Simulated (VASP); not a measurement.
# TiAl (Pm-3m) in VASP: notebook

The runs below take TiAl through single point, with r2SCAN.

Program: VASP 6.6.1. These are calculated values, not measurements. Logs are shortened: lines on timing, memory, paths and dates and some standing lists are left out, and cuts for length are marked.

## (1) The cell of the first run

It takes space group Pm-3m (No. 221, cubic). The conventional cell has a = 3.171 Å, b = 3.171 Å, c = 3.171 Å, α = 90.00°, β = 90.00°, γ = 90.00°. Ti (site symmetry m-3m) has 8 Al at 2.75 Å and 6 Ti at 3.17 Å within 3.6 Å. Al (site symmetry m-3m) has 8 Ti at 2.75 Å and 6 Al at 3.17 Å within 3.6 Å.

## (2) Single point, r2SCAN

The input, POSCAR:

```
TiAl
1.0
    3.1713456452      0.0000000000      0.0000000000
    0.0000000000      3.1713456452      0.0000000000
    0.0000000000      0.0000000000      3.1713456452
Ti Al
1 1
Direct
    0.0000000000      0.0000000000      0.0000000000
    0.5000000000      0.5000000000      0.5000000000
```

The input, INCAR.step1:

```
SYSTEM = TiAl
ALGO = Normal
EDIFF = 1E-4
ENCUT = 520
GGA = PE
ISMEAR = 0
LASPH = .TRUE.
LCHARG = .FALSE.
LREAL = .FALSE.
LWAVE = .TRUE.
NBANDS = 14
NELM = 100
PREC = Accurate
SIGMA = 0.1
```

The input, INCAR.step2:

```
SYSTEM = TiAl
ALGO = Normal
EDIFF = 1E-6
ENCUT = 520
ISIF = 2
ISMEAR = 0
ISTART = 1
LASPH = .TRUE.
LCHARG = .FALSE.
LMIXTAU = .TRUE.
LREAL = .FALSE.
LWAVE = .FALSE.
METAGGA = R2SCAN
NBANDS = 14
NELM = 100
PREC = Accurate
SIGMA = 0.1
```

The input, KPOINTS:

```
k-points
0
G
  14 14 14
  0 0 0
```

Potentials or basis: VASP PAW PBE potentials, release 64 (Ti_sv, Al).

Launch:

```bash
$ cat potpaw_PBE.64/Ti_sv/POTCAR potpaw_PBE.64/Al/POTCAR > POTCAR
$ cp INCAR.step1 INCAR
$ mpirun -np 1 vasp_std > vasp.out
$ cp INCAR.step2 INCAR
$ mpirun -np 1 vasp_std > vasp.out
```

OUTCAR:

```text
SYSTEM = TiAl
   EDIFF = 1E-6
   ENCUT = 520
   ISIF = 2
   ISMEAR = 0
   ISTART = 1
   LASPH = .TRUE.
   LREAL = .FALSE.
   METAGGA = R2SCAN
   NELM = 100
   PREC = Accurate

 ion  position               nearest neighbor table
   1  0.000  0.000  0.000-   2 2.75   2 2.75   2 2.75   2 2.75   2 2.75   2 2.75   2 2.75   2 2.75

   2  0.500  0.500  0.500-   1 2.75   1 2.75   1 2.75   1 2.75   1 2.75   1 2.75   1 2.75   1 2.75

  LATTYP: Found a simple cubic cell.
 ALAT       =     3.1713456452

  Lattice vectors:

 A1 = (   3.1713456452,   0.0000000000,   0.0000000000)
 A2 = (   0.0000000000,   3.1713456452,   0.0000000000)
 A3 = (   0.0000000000,   0.0000000000,   3.1713456452)

Analysis of symmetry for initial positions (statically):
=====================================================================
 Subroutine PRICEL returns:
 Original cell was already a primitive cell.

 Routine SETGRP: Setting up the symmetry group for a
 simple cubic supercell.

 Subroutine GETGRP returns: Found 48 space group operations
 (whereof 48 operations were pure point group operations)
 out of a pool of 48 trial point group operations.

The static configuration has the point symmetry O_h .

Analysis of symmetry for dynamics (positions and initial velocities):
=====================================================================
 Subroutine PRICEL returns:
 Original cell was already a primitive cell.

 Routine SETGRP: Setting up the symmetry group for a
 simple cubic supercell.

 Subroutine GETGRP returns: Found 48 space group operations
 (whereof 48 operations were pure point group operations)
 out of a pool of 48 trial point group operations.

The dynamic configuration has the point symmetry O_h .

 Subroutine INISYM returns: Found 48 space group operations
 (whereof 48 operations are pure point group operations),
 and found     1 'primitive' translations

----------------------------------------------------------------------------------------

                                     Primitive cell

  volume of cell :      31.8956

  direct lattice vectors                    reciprocal lattice vectors
     3.171345645  0.000000000  0.000000000     0.315323560  0.000000000  0.000000000
     0.000000000  3.171345645  0.000000000     0.000000000  0.315323560  0.000000000
     0.000000000  0.000000000  3.171345645     0.000000000  0.000000000  0.315323560

  length of vectors
     3.171345645  3.171345645  3.171345645     0.315323560  0.315323560  0.315323560

  position of ions in fractional coordinates (direct lattice)
     0.000000000  0.000000000  0.000000000
     0.500000000  0.500000000  0.500000000

  ion indices of the primitive-cell ions
   primitive index   ion index
                 1           1
                 2           2

----------------------------------------------------------------------------------------

 KPOINTS: k-points

Automatic generation of k-mesh.
 Grid dimensions read from file:
 generate k-points for:   14   14   14

 Generating k-lattice:

  Cartesian coordinates                     Fractional coordinates (reciprocal lattice)
     0.022523111  0.000000000  0.000000000     0.071428571  0.000000000  0.000000000
     0.000000000  0.022523111  0.000000000     0.000000000  0.071428571  0.000000000
     0.000000000  0.000000000  0.022523111     0.000000000  0.000000000  0.071428571

  Length of vectors
     0.022523111  0.022523111  0.022523111

  Shift w.r.t. Gamma in fractional coordinates (k-lattice)
     0.000000000  0.000000000  0.000000000

 Subroutine IBZKPT returns following result:
 ===========================================

 Found    120 irreducible k-points:

 Following reciprocal coordinates:
            Coordinates               Weight
  0.000000  0.000000  0.000000      1.000000
  0.071429  0.000000  0.000000      6.000000
  0.142857  0.000000  0.000000      6.000000
  0.214286  0.000000  0.000000      6.000000
  0.285714  0.000000  0.000000      6.000000
  0.357143  0.000000  0.000000      6.000000
[... 16 lines left out ...]
  0.285714  0.214286  0.000000     24.000000
  0.357143  0.214286  0.000000     24.000000
 [... further k-points ...]
   k-points           NKPTS =    120   k-points in BZ     NKDIM =    120   number of bands    NBANDS=     14
   number of dos      NEDOS =    301   number of ions     NIONS =      2
   total plane-waves  NPLWV =  13824
   dimension x,y,z NGX =    24 NGY =   24 NGZ =   24
   dimension x,y,z NGXF=    48 NGYF=   48 NGZF=   48
   ions per type =               1   1
   NGX,Y,Z   is equivalent  to a cutoff of  12.58, 12.58, 12.58 a.u.
   NGXF,Y,Z  is equivalent  to a cutoff of  25.16, 25.16, 25.16 a.u.
 SYSTEM =  TiAl
   PREC   = accura    normal or accurate (medium, high low for compatibility)
   ISTART =      1    job   : 0-new  1-cont  2-samecut
   ICHARG =      0    charge: 1-file 2-atom 10-const
   ISPIN  =      1    spin polarized calculation?
   LNONCOLLINEAR =      F non collinear calculations
   LSORBIT =      F    spin-orbit coupling
   LASPH  =      T    aspherical Exc in radial PAW
   ENCUT  =  520.0 eV  38.22 Ry    6.18 a.u.   5.90  5.90  5.90*2*pi/ulx,y,z
   NELM   =    100;   NELMIN=  2; NELMDL=  0     # of ELM steps
   EDIFF  = 0.1E-05   stopping-criterion for ELM
   LREAL  =      F    real-space projection
   EDIFFG = 0.1E-04   stopping-criterion for IOM
   NSW    =      0    number of steps for IOM
   IBRION =     -1    ionic relax: 0-MD 1-quasi-New 2-CG
   NFREE  =      0    steps in history (QN), initial steepest desc. (CG)
   ISIF   =      2    stress and relaxation
   ISYM   =      2    0-nonsym 1-usesym 2-fastsym
   POTIM  = 0.5000    time-step for ionic-motion
   TEBEG  =    0.0;   TEEND  =   0.0 temperature during run
   PSTRESS=    0.0 pullay stress
   NELECT =      15.0000    total number of electrons
   NUPDOWN=      -1.0000    fix difference up-down
   EMIN   =  10.00;   EMAX   =-10.00  energy-range for DOS
   EFERMI =   0.00;   METHOD = LEGACY
   ISMEAR =     0;   SIGMA  =   0.10  broadening in eV -4-tet -1-fermi 0-gaus
   EFERMI_NEDOS =   21; number of points for ismear=-14 and -15
   IALGO  =     38    algorithm
   IMIX   =      4    mixing-type and parameters
     AMIX     =   0.40;   BMIX     =  1.00
     AMIX_MAG =   1.60;   BMIX_MAG =  1.00
  volume/ion in A,a.u.               =      15.95       107.62
  Fermi-wavevector in a.u.,A,eV,Ry     =   1.273098  2.405805 22.052014  1.620777
  Thomas-Fermi vector in A             =   2.405940
   LORBIT       =      0    0 simple, 1 ext, 2 COOP (PROOUT), +10 PAW based schemes
   METAGGA = R2SCAN    functional components
   LHFCALC =     F    Hartree Fock is set to
   AEXX    =    0.0000 exact exchange contribution
   IVDW    =     0    specifies the selected vdW correction
   LEPSILON=     F    determine dielectric tensor
   LRPA    =     F    only Hartree local field effects (RPA)
 non-spin polarized calculation
 Gauss-broadening in eV      SIGMA  =   0.10
  energy-cutoff  :      520.00
  volume of cell :       31.90
 maximum number of plane-waves:       912
 NGX is ok and might be reduce to    24
   NGX = 11   NGY = 11   NGZ = 11

 number of electron      14.9999993 magnetization

 Free energy of the ion-electron system (eV)
  ---------------------------------------------------
  ext. energy  EPLUGINS =         0.00000000
  ---------------------------------------------------
  free energy    TOTEN  =       -20.31596717 eV

  energy without entropy =      -20.30581003  energy(sigma->0) =      -20.31088860

 E-fermi :   8.9306     XC(G=0): -11.9336

 val. band max:        8.9249659743   @ k =   0.3571   0.2143   0.1429
 cond. band min:       8.9317417339   @ k =   0.2857   0.2857   0.2143
 fundamental gap:      0.0067757596
 Fermi energy:         8.9306481159

 k-point     1 :       0.0000    0.0000    0.0000
  band No.  band energies     occupation
      1     -50.3467      2.00000
      2     -25.5006      2.00000
      3     -25.5006      2.00000
      4     -25.5006      2.00000
      5      -0.9862      2.00000
      6       7.2738      2.00000
      7       7.2738      2.00000
      8      10.9810      0.00000
      9      10.9810      0.00000
     10      10.9810      0.00000
     11      13.5683      0.00000
     12      13.5683      0.00000
     13      13.5683      0.00000
     14      18.0195      0.00000

 k-point     2 :       0.0714    0.0000    0.0000
  band No.  band energies     occupation
      1     -50.3459      2.00000
      2     -25.5102      2.00000
      3     -25.4998      2.00000
      4     -25.4998      2.00000
      5      -0.9000      2.00000
      6       7.2271      2.00000
      7       7.3138      2.00000
      8      10.8222      0.00000
      9      10.8222      0.00000
     10      10.9914      0.00000
     11      13.2001      0.00000
     12      13.7891      0.00000
     13      13.7891      0.00000
     14      17.9058      0.00000

 k-point     3 :       0.1429    0.0000    0.0000
  band No.  band energies     occupation
      1     -50.3435      2.00000
      2     -25.5366      2.00000
      3     -25.4976      2.00000
      4     -25.4976      2.00000
      5      -0.6440      2.00000
      6       7.0388      2.00000
      7       7.4294      2.00000
      8      10.4631      0.00000
      9      10.4631      0.00000
     10      11.0206      0.00000
     11      12.4947      0.00000
     12      14.3371      0.00000
     13      14.3371      0.00000
     14      17.5834      0.00000
[... 324 lines left out ...]
 k-point    23 :       0.2857    0.2143    0.0000
  band No.  band energies     occupation
      1     -50.3302      2.00000
      2     -25.6080      2.00000
      3     -25.5619      2.00000
      4     -25.4842      2.00000
      5       1.0187      2.00000
      6       6.3223      2.00000
      7       7.2894      2.00000
      8       9.0272      0.17193
      9       9.8403      0.00000
     10      10.4605      0.00000
     11      12.1079      0.00000
     12      13.8219      0.00000
     13      16.9002      0.00000
     14      17.2521      0.00000

 k-point    24 :       0.3571    0.2143    0.0000
  band No.  band energies     occupation
      1     -50.3269      2.00000
      2     -25.6447      2.00000
      3     -25.5579      2.00000
      4     -25.4809      2.00000
      5       1.6626      2.00000
      6       5.4536      2.00000
      7       7.6017      2.00000
      8       8.8513      1.73809
      9       9.6193      0.00000
     10      10.5033      0.00000
     11      11.9651      0.00000
     12      14.2965      0.00000
     13      16.7647      0.00000
     14      17.5986      0.00000

 [... further k-points ...]
[... 5 lines left out ...]
  --------------------------------------------------------------------------------------
  -------------------------------------------------------------------------------------
  Total        0.0150346      0.0150346      0.0150346      0.0000000     -0.0000000      0.0000000
  in kB        0.7552171      0.7552171      0.7552171      0.0000000     -0.0000000      0.0000000
  external PRESSURE =       0.7552171 kB  Pullay stress =       0.0000000 kB

 VOLUME and BASIS-vectors are now :
 -----------------------------------------------------------------------------
  energy-cutoff  :      520.00
  volume of cell :       31.90
      direct lattice vectors                 reciprocal lattice vectors
     3.171345645  0.000000000  0.000000000     0.315323560  0.000000000  0.000000000
     0.000000000  3.171345645  0.000000000     0.000000000  0.315323560  0.000000000
     0.000000000  0.000000000  3.171345645     0.000000000  0.000000000  0.315323560

 POSITION                                       TOTAL-FORCE (eV/Angst)
 -----------------------------------------------------------------------------------
      0.00000      0.00000      0.00000         0.000000      0.000000      0.000000
      1.58567      1.58567      1.58567         0.000000      0.000000      0.000000
 -----------------------------------------------------------------------------------
    total drift:                               -0.000000      0.000000      0.000000

  FREE ENERGIE OF THE ION-ELECTRON SYSTEM (eV)
  ---------------------------------------------------
  free  energy   TOTEN  =       -20.3159671676 eV

  energy  without entropy=      -20.3058100273  energy(sigma->0) =      -20.31088860
```

Wall time 2.1 min (1 thread of AMD EPYC 7R43 (Zen 3), shared host); peak memory 0.14 GiB.

Results:

```
Free energy : -20.3160 eV
Pressure    : 0.1 GPa
```

Caveat: the PAW data sets were made with another functional, which shifts forces and pressure a little.

## (3) Single point, r2SCAN

The input, POSCAR:

```
TiAl
1.0
    3.1713456453      0.0000000000      0.0000000000
    0.0000000000      3.1713456453      0.0000000000
    0.0000000000      0.0000000000      3.1713456453
Ti Al
1 1
Direct
    0.0000000000      0.0000000000      0.0000000000
    0.5000000000      0.5000000000      0.5000000000
```

The input, INCAR.step1:

```
  ALGO = Normal
  EDIFF = 1E-4
  ENCUT = 520
  GGA = PE
  ISMEAR = 0
  LASPH = True
  LCHARG = False
  LREAL = False
  LWAVE = True
  NBANDS = 14
  NELM = 80
  PREC = Accurate
  SIGMA = 0.1
```

The input, INCAR.step2:

```
  ALGO = Normal
  EDIFF = 1E-7
  ENCUT = 520
  ISIF = 2
  ISMEAR = 0
  ISTART = 1
  LASPH = True
  LCHARG = False
  LMIXTAU = True
  LREAL = False
  LWAVE = False
  METAGGA = R2SCAN
  NBANDS = 14
  NELM = 80
  PREC = Accurate
  SIGMA = 0.1
```

The input, KPOINTS:

```
k-points
0
Gamma
  14 14 14
```

Potentials or basis: VASP PAW PBE potentials, release 64 (Ti_sv, Al).

Launch:

```bash
$ cat potpaw_PBE.64/Ti_sv/POTCAR potpaw_PBE.64/Al/POTCAR > POTCAR
$ cp INCAR.step1 INCAR
$ mpirun -np 1 vasp_std > vasp.out
$ cp INCAR.step2 INCAR
$ mpirun -np 1 vasp_std > vasp.out
```

Run time: 73 s. Hardware: 1 thread of Intel Xeon 6975P-C (Granite Rapids), shared host; peak memory 0.18 GiB.

Results (log left out):

| Item | Value |
| --- | --- |
| Free energy | -20.3160 eV |
| Pressure | 0.1 GPa |

Levels at points of the mesh, in eV from the Fermi level:
```csv
k point,band 5,band 6,band 7,band 8,band 9,band 10
"(0.00, 0.00, 0.00)",-9.92,-1.66,-1.66,2.05,2.05,2.05
"(0.50, 0.00, 0.00)",-6.48,-5.64,-0.68,0.27,0.27,2.27
"(0.50, 0.50, 0.00)",-5.27,-2.43,-2.43,-1.66,0.87,0.87
"(0.50, 0.50, 0.50)",-3.31,-3.31,-3.31,0.95,2.87,2.87
```

Caveat: the PAW data sets were made with another functional, which shifts forces and pressure a little.

## (4) Single point, r2SCAN

The input, POSCAR:

```
TiAl
1.0
    3.1713456452      0.0000000000      0.0000000000
    0.0000000000      3.1713456452      0.0000000000
    0.0000000000      0.0000000000      3.1713456452
Ti Al
1 1
Direct
    0.0000000000      0.0000000000      0.0000000000
    0.5000000000      0.5000000000      0.5000000000
```

The input, INCAR.step1:

```
SYSTEM = TiAl
  PREC = Accurate
  ENCUT = 520
  ISMEAR = 0
  SIGMA = 0.15
  LREAL = .FALSE.
  LASPH = .TRUE.
  NELM = 100
  NBANDS = 14
  GGA = PE
  ALGO = Normal
  EDIFF = 1E-4
  LWAVE = .TRUE.
  LCHARG = .FALSE.
```

The input, INCAR.step2:

```
SYSTEM = TiAl
  PREC = Accurate
  ENCUT = 520
  EDIFF = 1E-7
  ISMEAR = 0
  SIGMA = 0.15
  LREAL = .FALSE.
  LASPH = .TRUE.
  NELM = 100
  ALGO = Normal
  ISIF = 2
  LWAVE = .FALSE.
  LCHARG = .FALSE.
  METAGGA = R2SCAN
  LMIXTAU = .TRUE.
  NBANDS = 14
  ISTART = 1
```

The input, KPOINTS:

```
regular mesh
0
G
  10 10 10
  0 0 0
```

Launch:

```bash
$ cat potpaw_PBE.64/Ti_sv/POTCAR potpaw_PBE.64/Al/POTCAR > POTCAR
$ cp INCAR.step1 INCAR
$ mpirun -np 1 vasp_std > vasp.out
$ cp INCAR.step2 INCAR
$ mpirun -np 1 vasp_std > vasp.out
```

Run time: 61 s. Hardware: 1 thread of AMD EPYC 9R14 (Zen 4), shared host; peak memory 0.13 GiB.

The run converged. Its results:

```
Free energy : -20.3231 eV
Pressure    : 0.2 GPa
```

Levels at points of the mesh, in eV from the Fermi level:
| k point | band 3 | band 4 | band 5 | band 6 | band 7 | band 8 | band 9 | band 10 | band 11 | band 12 |
| --- | --- | --- | --- | --- | --- | --- | --- | --- | --- | --- |
| (0.00, 0.00, 0.00) | -34.43 | -34.43 | -9.91 | -1.65 | -1.65 | 2.06 | 2.06 | 2.06 | 4.64 | 4.64 |
| (0.50, 0.00, 0.00) | -34.41 | -34.41 | -6.48 | -5.64 | -0.68 | 0.27 | 0.27 | 2.27 | 3.12 | 6.66 |
| (0.50, 0.50, 0.00) | -34.59 | -34.39 | -5.27 | -2.43 | -2.43 | -1.65 | 0.87 | 0.87 | 2.84 | 4.97 |
| (0.50, 0.50, 0.50) | -34.56 | -34.56 | -3.31 | -3.31 | -3.31 | 0.95 | 2.87 | 2.87 | 2.87 | 2.91 |

Caveat: the PAW data sets were made with another functional, which shifts forces and pressure a little.
